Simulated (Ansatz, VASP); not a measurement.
**Two plane-wave programs on GeIrI3**

File INCAR:

```
PREC = Accurate
ENCUT = 520
EDIFF = 1E-7
ISMEAR = -1
SIGMA = 0.1
LREAL = False
LASPH = True
NELM = 80
ALGO = Normal
ISIF = 2
LWAVE = False
LCHARG = False
GGA = PE
NBANDS = 30
```

The input KPOINTS:

```
regular mesh
0
Gamma
  6 6 6
```

File POSCAR:

```
GeIrI3
1.0
    3.9067910000      2.2555830000      3.3061560000
   -3.9067910000      2.2555830000      3.3061560000
    0.0000000000     -4.5111750000      3.3061560000
I Ir Ge
3 1 1
Direct
    0.5069300000      0.9987400000      0.5069300000
    0.5069300000      0.5069300000      0.9987400000
    0.9987400000      0.5069300000      0.5069300000
    0.0100000000      0.0100000000      0.0100000000
    0.5394300000      0.5394300000      0.5394300000
```

Input for Ansatz:

```yaml
crystal:
  lattice:
    - [3.906791, 2.255583, 3.306156]
    - [-3.906791, 2.255583, 3.306156]
    - [0.0, -4.511175, 3.306156]
  atoms:
    - { symbol: I, position: [0.50693, 0.99874, 0.50693] }
    - { symbol: I, position: [0.50693, 0.50693, 0.99874] }
    - { symbol: I, position: [0.99874, 0.50693, 0.50693] }
    - { symbol: Ir, position: [0.01, 0.01, 0.01] }
    - { symbol: Ge, position: [0.53943, 0.53943, 0.53943] }
  symmetry: { tolerance: 0.0003 }
kpoints:
  mp_grid: { grid: [6, 6, 6], shift: [0, 0, 0] }
  band_path:
    path:
      - [0.0, 0.0, 0.0]
      - [0.5, 0.5, 0.5]
      - [0.52303389, 0.47696611, 0.5]
      - [0.5, -0.47696611, 0.47696611]
      - [0.5, 0.0, 0.0]
      - [0.0, 0.0, 0.0]
      - [0.48848306, -0.48848306, 0.0]
      - [0.51151694, 0.0, 0.48848306]
      - [0.5, 0.0, 0.5]
      - [0.0, 0.0, 0.0]
    npoints: 6
magnetization:
  spin_polarized: false
scf:
  occupations: { method: fermi_dirac }
  lower_state_search: "off"
  max_iter: 200
hamiltonian:
  pseudopotentials: { kind: paw }
  xc: pbe
basis:
  ecutwfc: 420
  fft_grid_basis: typed
output:
  forces: true
  stress: true
  eigenvalues: true
  bader: true
  populations: true
  elf: true
  write_potential: true
  volumetric_format: npy
  dos:
    e_range: [-12, 8]
    de: 0.05
    projected: { site_lists: { Ge: [Ge], I: [I], Ir: [Ir] } }
checkpoint:
  read: saved_state
```

Alike in both runs: task single point; functional PBE; k mesh 6 × 6 × 6; no spin polarisation.

|  | VASP | Ansatz |
| --- | --- | --- |
| version | VASP 6.6.1 | Ansatz 0.2.0 |
| potentials or method | VASP PAW PBE potentials, release 64 (I, Ir, Ge_d), cutoff 520 eV | PAW plane waves |
| occupations | fermi-dirac, width 0.1 eV | fermi-dirac |
| valence electrons in the cell | 44 | 82 |

```csv
,VASP,Ansatz,Ansatz less VASP
pressure (GPa),1.8,1.8,+0.02
"traceless stress, the component that is largest in VASP (GPa)",0.08,0.08,+0.004
rms of the force components (eV/Å),0.488,0.487,-0.0017
```

Atom by atom the forces differ by 0.002 eV/Å (rms over components). VASP's potentials hold 44 valence electrons a cell and Ansatz's 82, so a difference there can come from the potentials and not from the codes. Ansatz's warnings: structure snapped to symmetry.

Spin-orbit coupling is off throughout.
